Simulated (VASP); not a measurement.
# TiB (I-4m2) in VASP: a series of runs

TiB is run at these levels: r2SCAN; tasks: single point.

Everything below comes from runs of VASP 6.6.1. Logs are shortened: lines on timing, memory, paths and dates and some standing lists are left out, and cuts for length are marked.

### Step 1. The cell of the first run

It takes space group I-4m2 (No. 119, tetragonal). Conventional cell: a = 2.823 Å, b = 2.823 Å, c = 4.412 Å, α = 90.00°, β = 90.00°, γ = 90.00°. Within 2.4 Å of Ti (site symmetry -4m2) lie 4 B at 1.79 Å. Within 2.4 Å of B (site symmetry -4m2) lie 4 Ti at 1.79 Å.

### Step 2. Single point, r2SCAN (strain -0.050 along x and y, +0.050 along z)

Input file POSCAR:

```
TiB
1.0
    0.0000000000      1.9959500000      2.2060500000
    1.9959500000      0.0000000000      2.2060500000
    1.9959500000      1.9959500000      0.0000000000
Ti B
1 1
Direct
    0.7500000000      0.7500000000      0.7500000000
    0.0000000000      0.0000000000      0.0000000000
```

Input file INCAR.step1:

```
SYSTEM = TiB
PREC = Accurate ; ENCUT = 520
ISMEAR = 0 ; SIGMA = 0.15
LREAL = .False. ; LASPH = .True.
NELM = 100 ; NBANDS = 14
GGA = PE ; ALGO = Normal
EDIFF = 1E-4 ; LWAVE = .True.
LCHARG = .False.
```

Input file INCAR.step2:

```
SYSTEM = TiB
PREC = Accurate ; ENCUT = 520
EDIFF = 1E-6 ; ISMEAR = 0
SIGMA = 0.15 ; LREAL = .False.
LASPH = .True. ; NELM = 100
ALGO = Normal ; ISIF = 2
LWAVE = .False. ; LCHARG = .False.
METAGGA = R2SCAN ; LMIXTAU = .True.
NBANDS = 14 ; ISTART = 1
```

Input file KPOINTS:

```
regular mesh
0
Gamma
  20 20 20
  0 0 0
```

Potentials or basis: VASP PAW PBE potentials, release 64 (Ti_sv, B).

Started as:

```
$ cat potpaw_PBE.64/Ti_sv/POTCAR potpaw_PBE.64/B/POTCAR > POTCAR
$ cp INCAR.step1 INCAR
$ mpirun -np 1 vasp_std > vasp.out
$ cp INCAR.step2 INCAR
$ mpirun -np 1 vasp_std > vasp.out
```

OUTCAR:

```text
SYSTEM = TiB
   PREC = Accurate
   ENCUT = 520
   EDIFF = 1E-6
   ISMEAR = 0
   LREAL = .False.
   LASPH = .True.
   NELM = 100
   ISIF = 2
   METAGGA = R2SCAN
   ISTART = 1

 ion  position               nearest neighbor table
   1  0.750  0.750  0.750-   2 1.79   2 1.79   2 1.79   2 1.79
   2  0.000  0.000  0.000-   1 1.79   1 1.79   1 1.79   1 1.79

  LATTYP: Found a body centered tetragonal cell.
 ALAT       =     2.8226995598
 C/A-ratio  =     1.5630781479

  Lattice vectors:

 A1 = (  -1.9959500000,   0.0000000000,   2.2060500000)
 A2 = (   1.9959500000,   0.0000000000,   2.2060500000)
 A3 = (   0.0000000000,   1.9959500000,  -2.2060500000)

Analysis of symmetry for initial positions (statically):
=====================================================================
 Subroutine PRICEL returns:
 Original cell was already a primitive cell.

 Routine SETGRP: Setting up the symmetry group for a
 body centered tetragonal supercell.

 Subroutine GETGRP returns: Found  8 space group operations
 (whereof  8 operations were pure point group operations)
 out of a pool of 16 trial point group operations.

The static configuration has the point symmetry D_2d.

Analysis of symmetry for dynamics (positions and initial velocities):
=====================================================================
 Subroutine PRICEL returns:
 Original cell was already a primitive cell.

 Routine SETGRP: Setting up the symmetry group for a
 body centered tetragonal supercell.

 Subroutine GETGRP returns: Found  8 space group operations
 (whereof  8 operations were pure point group operations)
 out of a pool of 16 trial point group operations.

The dynamic configuration has the point symmetry D_2d.

 Subroutine INISYM returns: Found  8 space group operations
 (whereof  8 operations are pure point group operations),
 and found     1 'primitive' translations

----------------------------------------------------------------------------------------

                                     Primitive cell

  volume of cell :      17.5770

  direct lattice vectors                    reciprocal lattice vectors
     0.000000000  1.995950000  2.206050000    -0.250507277  0.250507277  0.226649441
     1.995950000  0.000000000  2.206050000     0.250507277 -0.250507277  0.226649441
     1.995950000  1.995950000  0.000000000     0.250507277  0.250507277 -0.226649441

  length of vectors
     2.974974455  2.974974455  2.822699560     0.420568379  0.420568379  0.420568379

  position of ions in fractional coordinates (direct lattice)
     0.750000000  0.750000000  0.750000000
     0.000000000  0.000000000  0.000000000

  ion indices of the primitive-cell ions
   primitive index   ion index
                 1           1
                 2           2

----------------------------------------------------------------------------------------

 KPOINTS: regular mesh

Automatic generation of k-mesh.
 Grid dimensions read from file:
 generate k-points for:   20   20   20

 Generating k-lattice:

  Cartesian coordinates                     Fractional coordinates (reciprocal lattice)
    -0.012525364  0.012525364  0.011332472     0.050000000  0.000000000  0.000000000
     0.012525364 -0.012525364  0.011332472     0.000000000  0.050000000  0.000000000
     0.012525364  0.012525364 -0.011332472     0.000000000  0.000000000  0.050000000

  Length of vectors
     0.021028419  0.021028419  0.021028419

  Shift w.r.t. Gamma in fractional coordinates (k-lattice)
     0.000000000  0.000000000  0.000000000

 Subroutine IBZKPT returns following result:
 ===========================================

 Found    641 irreducible k-points:

 Following reciprocal coordinates:
            Coordinates               Weight
  0.000000  0.000000  0.000000      1.000000
  0.050000  0.000000  0.000000      8.000000
  0.100000  0.000000  0.000000      8.000000
  0.150000  0.000000  0.000000      8.000000
  0.200000  0.000000  0.000000      8.000000
  0.250000  0.000000  0.000000      8.000000
[... 16 lines left out ...]
 -0.400000  0.050000  0.000000      8.000000
 -0.350000  0.050000  0.000000      8.000000
 [... further k-points ...]
   k-points           NKPTS =    641   k-points in BZ     NKDIM =    641   number of bands    NBANDS=     14
   number of dos      NEDOS =    301   number of ions     NIONS =      2
   total plane-waves  NPLWV =  13824
   dimension x,y,z NGX =    24 NGY =   24 NGZ =   24
   dimension x,y,z NGXF=    48 NGYF=   48 NGZF=   48
   ions per type =               1   1
   NGX,Y,Z   is equivalent  to a cutoff of  13.41, 13.41, 14.14 a.u.
   NGXF,Y,Z  is equivalent  to a cutoff of  26.82, 26.82, 28.27 a.u.
 SYSTEM =  TiB
   PREC   = accura    normal or accurate (medium, high low for compatibility)
   ISTART =      1    job   : 0-new  1-cont  2-samecut
   ICHARG =      0    charge: 1-file 2-atom 10-const
   ISPIN  =      1    spin polarized calculation?
   LNONCOLLINEAR =      F non collinear calculations
   LSORBIT =      F    spin-orbit coupling
   LASPH  =      T    aspherical Exc in radial PAW
   ENCUT  =  520.0 eV  38.22 Ry    6.18 a.u.   5.53  5.53  5.25*2*pi/ulx,y,z
   NELM   =    100;   NELMIN=  2; NELMDL=  0     # of ELM steps
   EDIFF  = 0.1E-05   stopping-criterion for ELM
   LREAL  =      F    real-space projection
   EDIFFG = 0.1E-04   stopping-criterion for IOM
   NSW    =      0    number of steps for IOM
   IBRION =     -1    ionic relax: 0-MD 1-quasi-New 2-CG
   NFREE  =      0    steps in history (QN), initial steepest desc. (CG)
   ISIF   =      2    stress and relaxation
   ISYM   =      2    0-nonsym 1-usesym 2-fastsym
   POTIM  = 0.5000    time-step for ionic-motion
   TEBEG  =    0.0;   TEEND  =   0.0 temperature during run
   PSTRESS=    0.0 pullay stress
   NELECT =      15.0000    total number of electrons
   NUPDOWN=      -1.0000    fix difference up-down
   EMIN   =  10.00;   EMAX   =-10.00  energy-range for DOS
   EFERMI =   0.00;   METHOD = LEGACY
   ISMEAR =     0;   SIGMA  =   0.15  broadening in eV -4-tet -1-fermi 0-gaus
   EFERMI_NEDOS =   21; number of points for ismear=-14 and -15
   IALGO  =     38    algorithm
   IMIX   =      4    mixing-type and parameters
     AMIX     =   0.40;   BMIX     =  1.00
     AMIX_MAG =   1.60;   BMIX_MAG =  1.00
  volume/ion in A,a.u.               =       8.79        59.31
  Fermi-wavevector in a.u.,A,eV,Ry     =   1.552829  2.934422 32.807437  2.411279
  Thomas-Fermi vector in A             =   2.657148
   LORBIT       =      0    0 simple, 1 ext, 2 COOP (PROOUT), +10 PAW based schemes
   METAGGA = R2SCAN    functional components
   LHFCALC =     F    Hartree Fock is set to
   AEXX    =    0.0000 exact exchange contribution
   IVDW    =     0    specifies the selected vdW correction
   LEPSILON=     F    determine dielectric tensor
   LRPA    =     F    only Hartree local field effects (RPA)
 non-spin polarized calculation
 Gauss-broadening in eV      SIGMA  =   0.15
  energy-cutoff  :      520.00
  volume of cell :       17.58
 maximum number of plane-waves:       492
 NGX is ok and might be reduce to    24
   NGX = 11   NGY = 11   NGZ = 11

 number of electron      15.0000000 magnetization

 Free energy of the ion-electron system (eV)
  ---------------------------------------------------
  ext. energy  EPLUGINS =         0.00000000
  ---------------------------------------------------
  free energy    TOTEN  =       -15.04062063 eV

  energy without entropy =      -15.03033119  energy(sigma->0) =      -15.03547591

 E-fermi :  10.0429     XC(G=0): -13.9989

 val. band max:       10.0403944619   @ k =  -0.4500   0.0000   0.2500
 cond. band min:      10.0469070641   @ k =  -0.3500   0.3000   0.2500
 fundamental gap:      0.0065126022
 Fermi energy:        10.0429314311

 k-point     1 :       0.0000    0.0000    0.0000
  band No.  band energies     occupation
      1     -47.0077      2.00000
      2     -22.1285      2.00000
      3     -21.9715      2.00000
      4     -21.9715      2.00000
      5       0.2943      2.00000
      6       7.5213      2.00000
      7       7.9582      2.00000
      8       7.9582      2.00000
      9      12.9492      0.00000
     10      14.3646      0.00000
     11      22.4499      0.00000
     12      23.5304      0.00000
     13      24.3735      0.00000
     14      24.3735      0.00000

 k-point     2 :       0.0500    0.0000    0.0000
  band No.  band energies     occupation
      1     -47.0039      2.00000
      2     -22.1389      2.00000
      3     -21.9920      2.00000
      4     -21.9737      2.00000
      5       0.3727      2.00000
      6       7.5350      2.00000
      7       7.9405      2.00000
      8       7.9982      2.00000
      9      12.9289      0.00000
     10      14.3169      0.00000
     11      22.4735      0.00000
     12      23.6368      0.00000
     13      24.2439      0.00000
     14      24.3724      0.00000

 k-point     3 :       0.1000    0.0000    0.0000
  band No.  band energies     occupation
      1     -46.9929      2.00000
      2     -22.1763      2.00000
      3     -22.0436      2.00000
      4     -21.9800      2.00000
      5       0.6032      2.00000
      6       7.5429      2.00000
      7       7.9202      2.00000
      8       8.1132      2.00000
      9      12.8861      0.00000
     10      14.1895      0.00000
     11      22.4658      0.00000
     12      23.7161      0.00000
     13      24.1627      0.00000
     14      24.3449      0.00000
[... 324 lines left out ...]
 k-point    23 :      -0.4000    0.0500    0.0000
  band No.  band energies     occupation
      1     -46.8577      2.00000
      2     -22.9547      2.00000
      3     -22.2903      2.00000
      4     -22.0505      2.00000
      5       3.6753      2.00000
      6       7.1406      2.00000
      7       8.1645      2.00000
      8       9.1590      2.00000
      9      14.0759      0.00000
     10      14.6864      0.00000
     11      17.3068      0.00000
     12      20.8604      0.00000
     13      21.7845      0.00000
     14      23.7935      0.00000

 k-point    24 :      -0.3500    0.0500    0.0000
  band No.  band energies     occupation
      1     -46.8724      2.00000
      2     -22.8664      2.00000
      3     -22.2743      2.00000
      4     -22.0385      2.00000
      5       3.3283      2.00000
      6       7.0045      2.00000
      7       8.2232      2.00000
      8       9.0910      2.00000
      9      13.7896      0.00000
     10      14.3612      0.00000
     11      18.0802      0.00000
     12      21.4326      0.00000
     13      22.4125      0.00000
     14      24.0449      0.00000

 [... further k-points ...]

------------------------ aborting loop because EDIFF is reached ----------------------------------------

  FORCE on cell =-STRESS in cart. coord.  units (eV):
  Direction    XX          YY          ZZ          XY          YZ          ZX
  --------------------------------------------------------------------------------------
  -------------------------------------------------------------------------------------
  Total       15.2461038     15.2461038     17.6418003      0.0000000      0.0000000      0.0000000
  in kB     1389.7119478   1389.7119478   1608.0843353      0.0000000      0.0000000      0.0000000
  external PRESSURE =    1462.5027436 kB  Pullay stress =       0.0000000 kB

 VOLUME and BASIS-vectors are now :
 -----------------------------------------------------------------------------
  energy-cutoff  :      520.00
  volume of cell :       17.58
      direct lattice vectors                 reciprocal lattice vectors
     0.000000000  1.995950000  2.206050000    -0.250507277  0.250507277  0.226649441
     1.995950000  0.000000000  2.206050000     0.250507277 -0.250507277  0.226649441
     1.995950000  1.995950000  0.000000000     0.250507277  0.250507277 -0.226649441

 POSITION                                       TOTAL-FORCE (eV/Angst)
 -----------------------------------------------------------------------------------
      2.99392      2.99392      3.30907         0.000000      0.000000      0.000000
      0.00000      0.00000      0.00000        -0.000000     -0.000000      0.000000
 -----------------------------------------------------------------------------------
    total drift:                               -0.000000     -0.000000      0.000001

  FREE ENERGIE OF THE ION-ELECTRON SYSTEM (eV)
  ---------------------------------------------------
  free  energy   TOTEN  =       -15.0406206270 eV

  energy  without entropy=      -15.0303311891  energy(sigma->0) =      -15.03547591
```

Wall time 13 min (1 thread of AMD EPYC 7R43 (Zen 3), shared host); peak memory 0.25 GiB.

What came out:

* Free energy: -15.0406 eV
* Pressure: 146.3 GPa
* Band gap on the k mesh: zero (an odd number of electrons rules out a gap without spin polarisation)

Caveat: the cell differs from its parent crystal (strain -0.050 along x and y, +0.050 along z); the cell stands under pressure; the PAW data sets were made with another functional, which shifts forces and pressure a little.

### Step 3. Single point, r2SCAN (strain +0.000 along x and y, -0.050 along z)

Input file POSCAR:

```
TiB
1.0
    0.0000000000      2.1010000000      1.9959500000
    2.1010000000      0.0000000000      1.9959500000
    2.1010000000      2.1010000000      0.0000000000
Ti B
1 1
Direct
    0.7500000000      0.7500000000      0.7500000000
    0.0000000000      0.0000000000      0.0000000000
```

Input file INCAR.step1:

```
SYSTEM = TiB
PREC = Accurate
ENCUT = 520
ISMEAR = 0
SIGMA = 0.15
LREAL = .False.
LASPH = .True.
NELM = 80
NBANDS = 14
GGA = PE
ALGO = Normal
EDIFF = 1E-4
LWAVE = .True.
LCHARG = .False.
```

Input file INCAR.step2:

```
SYSTEM = TiB
PREC = Accurate
ENCUT = 520
EDIFF = 1E-6
ISMEAR = 0
SIGMA = 0.15
LREAL = .False.
LASPH = .True.
NELM = 80
ALGO = Normal
ISIF = 2
LWAVE = .False.
LCHARG = .False.
METAGGA = R2SCAN
LMIXTAU = .True.
NBANDS = 14
ISTART = 1
```

KPOINTS is that of step 2.

Potentials or basis: VASP PAW PBE potentials, release 64 (Ti_sv, B).

Started as:

```
$ cat potpaw_PBE.64/Ti_sv/POTCAR potpaw_PBE.64/B/POTCAR > POTCAR
$ cp INCAR.step1 INCAR
$ mpirun -np 1 vasp_std > vasp.out
$ cp INCAR.step2 INCAR
$ mpirun -np 1 vasp_std > vasp.out
```

OUTCAR:

```text
SYSTEM = TiB
   PREC = Accurate
   ENCUT = 520
   EDIFF = 1E-6
   ISMEAR = 0
   LREAL = .False.
   LASPH = .True.
   NELM = 80
   ISIF = 2
   METAGGA = R2SCAN
   ISTART = 1

 ion  position               nearest neighbor table
   1  0.750  0.750  0.750-   2 1.79   2 1.79   2 1.79   2 1.79
   2  0.000  0.000  0.000-   1 1.79   1 1.79   1 1.79   1 1.79

  LATTYP: Found a body centered tetragonal cell.
 ALAT       =     2.9712626945
 C/A-ratio  =     1.3435028843

  Lattice vectors:

 A1 = (   0.0000000000,  -2.1010000000,  -1.9959500000)
 A2 = (   0.0000000000,   2.1010000000,  -1.9959500000)
 A3 = (   2.1010000000,   0.0000000000,   1.9959500000)

Analysis of symmetry for initial positions (statically):
=====================================================================
 Subroutine PRICEL returns:
 Original cell was already a primitive cell.

 Routine SETGRP: Setting up the symmetry group for a
 body centered tetragonal supercell.

 Subroutine GETGRP returns: Found  8 space group operations
 (whereof  8 operations were pure point group operations)
 out of a pool of 16 trial point group operations.

The static configuration has the point symmetry D_2d.

Analysis of symmetry for dynamics (positions and initial velocities):
[... 177 lines left out ...]
      9      13.3307      0.00000
     10      13.9694      0.00000
     11      23.3932      0.00000
     12      23.5048      0.00000
     13      23.5048      0.00000
     14      24.3488      0.00000
[... 377 lines left out ...]
      1     -46.9157      2.00000
      2     -22.8863      2.00000
      3     -22.2262      2.00000
      4     -22.1743      2.00000
      5       3.2731      2.00000
      6       7.1616      2.00000
      7       8.3330      2.00000
      8       8.7383      2.00000
      9      13.6926      0.00000
     10      14.2303      0.00000
     11      17.8518      0.00000
     12      21.6557      0.00000
     13      22.3529      0.00000
     14      23.9666      0.00000

 [... further k-points ...]

------------------------ aborting loop because EDIFF is reached ----------------------------------------

  FORCE on cell =-STRESS in cart. coord.  units (eV):
  Direction    XX          YY          ZZ          XY          YZ          ZX
  --------------------------------------------------------------------------------------
  -------------------------------------------------------------------------------------
  Total       16.6401060     16.6401060     14.9080960      0.0000000      0.0000000      0.0000000
  in kB     1512.9860077   1512.9860077   1355.5046326      0.0000000      0.0000000      0.0000000
  external PRESSURE =    1460.4922160 kB  Pullay stress =       0.0000000 kB

 VOLUME and BASIS-vectors are now :
 -----------------------------------------------------------------------------
  energy-cutoff  :      520.00
  volume of cell :       17.62
      direct lattice vectors                 reciprocal lattice vectors
     0.000000000  2.101000000  1.995950000    -0.237981913  0.237981913  0.250507277
     2.101000000  0.000000000  1.995950000     0.237981913 -0.237981913  0.250507277
     2.101000000  2.101000000  0.000000000     0.237981913  0.237981913 -0.250507277

 POSITION                                       TOTAL-FORCE (eV/Angst)
 -----------------------------------------------------------------------------------
      3.15150      3.15150      2.99392         0.000000      0.000000      0.000000
      0.00000      0.00000      0.00000        -0.000000     -0.000000     -0.000000
 -----------------------------------------------------------------------------------
    total drift:                                0.000002      0.000002     -0.000003

  FREE ENERGIE OF THE ION-ELECTRON SYSTEM (eV)
  ---------------------------------------------------
  free  energy   TOTEN  =       -15.0236713303 eV

  energy  without entropy=      -15.0153278444  energy(sigma->0) =      -15.01949959
```

OSZICAR.step1:

```text
N       E                     dE             d eps       ncg     rms          rms(c)
DAV:   1     0.125890612317E+03    0.12589E+03   -0.78835E+03 17982   0.133E+03
DAV:   2    -0.231482138141E+01   -0.12821E+03   -0.12133E+03 18566   0.339E+02
DAV:   3    -0.112823042864E+02   -0.89675E+01   -0.86636E+01 25702   0.857E+01
DAV:   4    -0.118888122218E+02   -0.60651E+00   -0.60552E+00 21342   0.164E+01
DAV:   5    -0.118971371810E+02   -0.83250E-02   -0.83242E-02 23462   0.194E+00    0.270E+01
DAV:   6    -0.915973057533E+01    0.27374E+01   -0.57376E+00 25250   0.388E+01    0.690E+00
DAV:   7    -0.922929311286E+01   -0.69563E-01   -0.70778E-01 18290   0.876E+00    0.551E+00
DAV:   8    -0.929738787507E+01   -0.68095E-01   -0.17072E-01 27402   0.340E+00    0.916E-01
DAV:   9    -0.930202766381E+01   -0.46398E-02   -0.10287E-02 18068   0.906E-01    0.274E-01
DAV:  10    -0.930170249438E+01    0.32517E-03   -0.19805E-03 21600   0.487E-01    0.183E-01
DAV:  11    -0.930163312921E+01    0.69365E-04   -0.49719E-04 18050   0.239E-01
   1 F= -.93016331E+01 E0= -.92972946E+01  d E =-.867706E-02
```

It took 11 min on 1 thread of AMD EPYC 7R43 (Zen 3), shared host; peak memory 0.25 GiB.

Results:

```
Free energy            : -15.0237 eV
Pressure               : 146.0 GPa
Band gap on the k mesh : zero (an odd number of electrons rules out a gap without spin polarisation)
```

Caveat: the cell differs from its parent crystal (strain +0.000 along x and y, -0.050 along z); the cell stands under pressure; the PAW data sets were made with another functional, which shifts forces and pressure a little.
